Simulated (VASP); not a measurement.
# C18N in VASP: single point with PBEsol

Aim: the single point of C18N with PBEsol.

All numbers are computed with VASP 6.6.1; they aren't measurements. Logs are shortened: lines on timing, memory, paths and dates and some standing lists are left out, and cuts for length are marked.

## Step 1: The cell of the first run

The cell holds a slab with vacuum, 19 atoms: a = 7.398 Å, b = 7.398 Å, c = 12.000 Å, α = 90.00°, β = 90.00°, γ = 120.00°.

## Step 2: Single point, PBEsol, collinear spin, ferromagnetic start

INCAR reads:

```
PREC = Accurate
ENCUT = 520
EDIFF = 1E-6
ISMEAR = -1
SIGMA = 0.02
LREAL = Auto
LASPH = T
NELM = 150
ALGO = Normal
ISIF = 2
LWAVE = F
LCHARG = T
ISPIN = 2
MAGMOM = 0 0 0 0 0 0 0 0 0 0 0 0 0 0 0 0 0 0 0.27
LORBIT = 11
GGA = PS
LELF = T
LVHAR = T
NBANDS = 58
```

KPOINTS reads:

```
Automatic mesh
0
Gamma
  2 2 1
```

POSCAR reads:

```
C18N
1.0
    7.3980000000      0.0000000000      0.0000000000
   -3.6990000000      6.4068560000      0.0000000000
    0.0000000000      0.0000000000     12.0000000000
C N
18 1
Direct
   -0.0051730778     -0.0058062800      0.0839393333
    0.2177934831      0.1112687721      0.1094764167
   -0.0006774999      0.3298377551      0.0769297500
    0.2223315597      0.4407369231      0.0757304167
    0.0004137882      0.6625539890      0.0816284167
    0.2200364800      0.7690534952      0.0837500000
    0.3372560712     -0.0080131347      0.1092754167
    0.5601504372      0.1091383980      0.0838014167
    0.3349282621      0.3342658240      0.0839597500
    0.5545551949      0.4407903034      0.0816819167
    0.3326136377      0.6625630418      0.0755715000
    0.5556528324      0.7735246430      0.0767450000
    0.6666110440     -0.0034697206      0.0755620000
    0.8884039573      0.1068068332      0.0756662500
    0.6666267262      0.3287595351      0.0816264167
    0.8893475899      0.4398149420      0.0780947500
    0.6656145592      0.6635221706      0.0780800833
    0.8883214473      0.7745747680      0.0816788333
    1.2777143653      1.0514998308      0.2118018333
```

Potentials or basis: VASP PAW PBE potentials, release 64 (C, N).

The run is started by

```sh
$ cat potpaw_PBE.64/C/POTCAR potpaw_PBE.64/N/POTCAR > POTCAR
$ mpirun -np 1 vasp_std > vasp.out
```

OUTCAR:

```text
PREC = Accurate
   ENCUT = 520
   EDIFF = 1E-6
   ISMEAR = -1
   LREAL = Auto
   LASPH = T
   NELM = 150
   ISIF = 2
   ISPIN = 2
   LORBIT = 11
   GGA = PS

 ion  position               nearest neighbor table
   1  0.995  0.994  0.084-  14 1.41  18 1.41   2 1.46
   2  0.218  0.111  0.109-  19 1.45   1 1.46   9 1.46   7 1.53
   3  0.999  0.330  0.077-  16 1.41   4 1.43  14 1.43
   4  0.222  0.441  0.076-   9 1.41  11 1.42   3 1.43
   5  0.000  0.663  0.082-   6 1.41  16 1.43  18 1.44
   6  0.220  0.769  0.084-  11 1.41   5 1.41   7 1.46
   7  0.337  0.992  0.109-  19 1.45   8 1.46   6 1.46   2 1.53
   8  0.560  0.109  0.084-  13 1.41  15 1.41   7 1.46
   9  0.335  0.334  0.084-   4 1.41  10 1.41   2 1.46
  10  0.555  0.441  0.082-   9 1.41  17 1.43  15 1.44
  11  0.333  0.663  0.076-   6 1.41   4 1.42  12 1.43
  12  0.556  0.774  0.077-  17 1.41  13 1.43  11 1.43
  13  0.667  0.997  0.076-   8 1.41  14 1.42  12 1.43
  14  0.888  0.107  0.076-   1 1.41  13 1.42   3 1.43
  15  0.667  0.329  0.082-   8 1.41  16 1.43  10 1.44
  16  0.889  0.440  0.078-   3 1.41  15 1.43   5 1.43
  17  0.666  0.664  0.078-  12 1.41  18 1.43  10 1.43
  18  0.888  0.775  0.082-   1 1.41  17 1.43   5 1.44
  19  0.278  0.051  0.212-   7 1.45   2 1.45

  LATTYP: Found a hexagonal cell.
 ALAT       =     7.3980000000
 C/A-ratio  =     1.6220600162

  Lattice vectors:

 A1 = (   7.3980000000,   0.0000000000,   0.0000000000)
 A2 = (  -3.6990000000,   6.4068560000,   0.0000000000)
 A3 = (   0.0000000000,   0.0000000000,  12.0000000000)

Analysis of symmetry for initial positions (statically):
=====================================================================
 Subroutine PRICEL returns:
 Original cell was already a primitive cell.

 Routine SETGRP: Setting up the symmetry group for a
 hexagonal supercell.

 Subroutine GETGRP returns: Found  1 space group operations
 (whereof  1 operations were pure point group operations)
 out of a pool of 24 trial point group operations.

The static configuration has the point symmetry C_1 .

Analysis of symmetry for dynamics (positions and initial velocities):
=====================================================================
 Subroutine PRICEL returns:
 Original cell was already a primitive cell.

 Routine SETGRP: Setting up the symmetry group for a
 hexagonal supercell.

[... 168 lines left out ...]

 number of electron      76.9999998 magnetization       0.5000162

 Free energy of the ion-electron system (eV)
  ---------------------------------------------------
  ext. energy  EPLUGINS =         0.00000000
  ---------------------------------------------------
  free energy    TOTEN  =      -177.86197786 eV

  energy without entropy =     -177.85413071  energy(sigma->0) =     -177.85805428

 E-fermi :  -2.2696     XC(G=0):  -3.7699

 val. band max:       -2.2714344918   @ k =   0.5000   0.0000   0.0000
 cond. band min:      -2.0786502038   @ k =   0.5000   0.5000   0.0000
 fundamental gap:      0.1927842880
 Fermi energy:        -2.2696493538

 spin component 1

 k-point     1 :       0.0000    0.0000    0.0000
  band No.  band energies     occupation
      1     -22.8744      1.00000
      2     -20.9881      1.00000
      3     -19.1356      1.00000
      4     -19.0893      1.00000
      5     -19.0080      1.00000
      6     -18.9874      1.00000
[... 201 lines left out ...]
     49       4.1592      0.00000
     50       4.2711      0.00000
 Fermi energy:        -2.2696493538

 spin component 2

 k-point     1 :       0.0000    0.0000    0.0000
  band No.  band energies     occupation
      1     -22.6702      1.00000
      2     -20.9210      1.00000
      3     -19.1337      1.00000
      4     -19.0812      1.00000
      5     -19.0032      1.00000
      6     -18.9852      1.00000
[... 201 lines left out ...]
     49       4.1462      0.00000
     50       4.2884      0.00000
 [bands above 50 left out]

------------------------ aborting loop because EDIFF is reached ----------------------------------------

  FORCE on cell =-STRESS in cart. coord.  units (eV):
  Direction    XX          YY          ZZ          XY          YZ          ZX
  --------------------------------------------------------------------------------------
  -------------------------------------------------------------------------------------
  Total        0.4082151      1.8354681      0.1452314      1.2516332      0.0035346     -0.0130932
  in kB        1.1498974      5.1703137      0.4091010      3.5257143      0.0099567     -0.0368822
  external PRESSURE =       2.2431040 kB  Pullay stress =       0.0000000 kB

 VOLUME and BASIS-vectors are now :
 -----------------------------------------------------------------------------
  energy-cutoff  :      520.00
  volume of cell :      568.78
      direct lattice vectors                 reciprocal lattice vectors
     7.398000000  0.000000000  0.000000000     0.135171668  0.078041398  0.000000000
    -3.699000000  6.406856000  0.000000000     0.000000000  0.156082796  0.000000000
     0.000000000  0.000000000 12.000000000     0.000000000  0.000000000  0.083333333

 POSITION                                       TOTAL-FORCE (eV/Angst)
 -----------------------------------------------------------------------------------
      3.68221      6.36966      1.00727         0.006254      0.010539     -0.005863
      1.19965      0.71288      1.31372        -0.078847      0.060877     -0.085053
      6.17292      2.11322      0.92316         0.014496     -0.003226     -0.009304
      0.01452      2.82374      0.90877         0.006095     -0.003801     -0.003608
     -2.44773      4.24489      0.97954        -0.012185      0.004189      0.005508
     -1.21690      4.92722      1.00500        -0.000678     -0.000765     -0.002106
[... 11 lines left out ...]
      3.70665      4.96259      0.98015         0.012074     -0.000564     -0.000023
      1.86403      0.32995      2.54162        -0.008507     -0.000119      0.209746
 -----------------------------------------------------------------------------------
    total drift:                               -0.002528      0.020380     -0.018698

  FREE ENERGIE OF THE ION-ELECTRON SYSTEM (eV)
  ---------------------------------------------------
  free  energy   TOTEN  =      -177.8619778614 eV

  energy  without entropy=     -177.8541307085  energy(sigma->0) =     -177.85805428

 total charge

# of ion       s       p       d       tot
------------------------------------------
    1        0.863   1.776   0.000   2.639
    2        0.833   1.783   0.000   2.616
    3        0.857   1.792   0.000   2.648
    4        0.862   1.785   0.000   2.647
    5        0.857   1.779   0.000   2.636
    6        0.863   1.776   0.000   2.639
[... 11 lines left out ...]
   18        0.857   1.779   0.000   2.637
   19        1.311   2.369   0.000   3.680
--------------------------------------------------
tot         16.739  34.447   0.000  51.186

 magnetization (x)

# of ion       s       p       d       tot
------------------------------------------
    1        0.003   0.006   0.000   0.009
    2       -0.002  -0.004   0.000  -0.006
    3        0.000   0.001   0.000   0.001
    4        0.000  -0.000   0.000  -0.000
    5       -0.000  -0.004   0.000  -0.004
    6        0.003   0.005   0.000   0.008
[... 11 lines left out ...]
   18       -0.000  -0.004   0.000  -0.005
   19        0.009   0.343   0.000   0.351
--------------------------------------------------
tot          0.017   0.341   0.000   0.358
```

It took 8.8 min on 1 thread of Intel Xeon 6975P-C (Granite Rapids), shared host; peak memory 0.85 GiB.

What came out:

- Free energy: -177.8620 eV
- Largest force: 0.210 eV/Å
- Net moment: 0.50 μB per cell
- Site moments: C +0.01, -0.01, +0.00, -0.00 (each value once); N +0.35 μB
- Valence electrons inside the program's atomic spheres: C 2.64, 2.62, 2.65 (each value once); N 3.68

Forces on the atoms (eV/Å):
```
C    0.006  0.011 -0.006
C   -0.079  0.061 -0.085
C    0.014 -0.003 -0.009
C    0.006 -0.004 -0.004
C   -0.012  0.004  0.006
C   -0.001 -0.001 -0.002
C    0.079 -0.054 -0.082
C   -0.002 -0.009 -0.013
C   -0.008  0.001 -0.005
C   -0.001 -0.010  0.002
C    0.003 -0.001  0.000
C   -0.004 -0.008  0.004
C   -0.014 -0.003  0.000
C    0.009  0.011 -0.002
C   -0.003  0.000  0.010
C   -0.002  0.004 -0.010
C    0.004  0.001 -0.015
C    0.012 -0.001  0.000
N   -0.009  0.000  0.210
```

Caveat: the k points lie up to 0.49 Å⁻¹ apart; there is no dipole correction, which matters where the two faces differ; the PAW data sets were made with another functional, which shifts forces and pressure a little.
